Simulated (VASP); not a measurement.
A run of VASP 6.6.1:

The input POSCAR:

```
Ta
1.0
   -1.6533592789      1.6533592789      1.6533592789
    1.6533592789     -1.6533592789      1.6533592789
    1.6533592789      1.6533592789     -1.6533592789
Ta
1
Direct
    0.0000000000      0.0000000000      0.0000000000
```

INCAR.step1

```
  PREC = Accurate
  ENCUT = 520
  ISMEAR = 1
  SIGMA = 0.1
  LREAL = F
  LASPH = T
  NELM = 80
  NBANDS = 12
  GGA = PE
  ALGO = Normal
  EDIFF = 1E-4
  LWAVE = T
  LCHARG = F
```

INCAR.step2

```
  PREC = Accurate
  ENCUT = 520
  EDIFF = 1E-7
  ISMEAR = 1
  SIGMA = 0.1
  LREAL = F
  LASPH = T
  NELM = 80
  ALGO = Normal
  ISIF = 2
  LWAVE = F
  LCHARG = F
  METAGGA = R2SCAN
  LMIXTAU = T
  NBANDS = 12
  ISTART = 1
```

KPOINTS

```
regular mesh
0
Gamma
  13 13 13
```

Potentials or basis: VASP PAW PBE potentials, release 64 (Ta_pv).

Launch:

```sh
$ cat potpaw_PBE.64/Ta_pv/POTCAR > POTCAR
$ cp INCAR.step1 INCAR
$ mpirun -np 1 vasp_std > vasp.out
$ cp INCAR.step2 INCAR
$ mpirun -np 1 vasp_std > vasp.out
```

Hardware: 1 thread of AMD EPYC 9R45 (Zen 5) (shared host).

Task: Estimate the wall time of this run.

Result: It took 54 s on 1 thread of AMD EPYC 9R45 (Zen 5), on a shared host, peak memory 0.12 GiB. Counts: k points 84.
